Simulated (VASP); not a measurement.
Set up this calculation in VASP 6.6.1, as the native input.

* Task: single point
* Functional: PBEsol
* Potentials or basis: VASP PAW PBE potentials, release 64 (Gd, Mn_pv)
* Cutoff: 520 eV
* k mesh: 10 × 10 × 10, shifted
* Occupations: gaussian, width 0.05 eV
* Spin: collinear spin, ferrimagnetic start
* Starting moments: [7.0, -3.5] μB
* Dipole correction: no
* Further INCAR settings: ALGO = Normal; EDIFF = 1e-06; NBANDS = 26

The structure of GdMn lies in POSCAR:

```
GdMn
1.0
    3.4475309497      0.0000000000      0.0000000000
    0.0000000000      3.4475309497      0.0000000000
    0.0000000000      0.0000000000      3.4475309497
Gd Mn
1 1
Direct
    0.0000000000      0.0000000000      0.0000000000
    0.5000000000      0.5000000000      0.5000000000
```

The input as run:

INCAR

```
SYSTEM = GdMn
ALGO     = Normal         ! electronic algorithm
EDIFF    = 1E-6           ! SCF threshold, eV
ENCUT    = 520            ! plane-wave cutoff, eV
GGA      = PS             ! functional
ISIF     = 2              ! what is computed and relaxed
ISMEAR   = 0              ! smearing method
ISPIN    = 2              ! spin polarisation
LASPH    = .True.         ! aspherical terms in the spheres
LCHARG   = .False.        ! write CHGCAR
LMAXMIX  = 6              ! l up to which the mixer works
LORBIT   = 11             ! projections on sites
LREAL    = .False.        ! projectors in reciprocal space
LWAVE    = .False.        ! write WAVECAR
MAGMOM   = 7 -3.5         ! initial moments
NBANDS   = 26             ! bands
NELM     = 150            ! most SCF steps
PREC     = Accurate       ! precision mode
SIGMA    = 0.05           ! smearing width, eV
```

KPOINTS

```
Automatic mesh
0
Gamma
  10 10 10
  0.5 0.5 0.5
```

Potentials or basis: VASP PAW PBE potentials, release 64 (Gd, Mn_pv).

Run with:

```sh
$ cat potpaw_PBE.64/Gd/POTCAR potpaw_PBE.64/Mn_pv/POTCAR > POTCAR
$ mpirun -np 1 vasp_std > vasp.out
```

Results of the run:

```
Pressure                                              : -0.1 GPa
Net moment                                            : 4.15 μB per cell
Site moments                                          : Gd +6.99; Mn -3.19 μB
Valence electrons inside the program's atomic spheres : Gd 15.29; Mn 11.58
```

Caveat: the PAW data sets were made with another functional, which shifts forces and pressure a little.

Wall time 6.8 min on 1 thread of Oxide Virtual Turin-like Processor (shared host), peak memory 0.19 GiB.
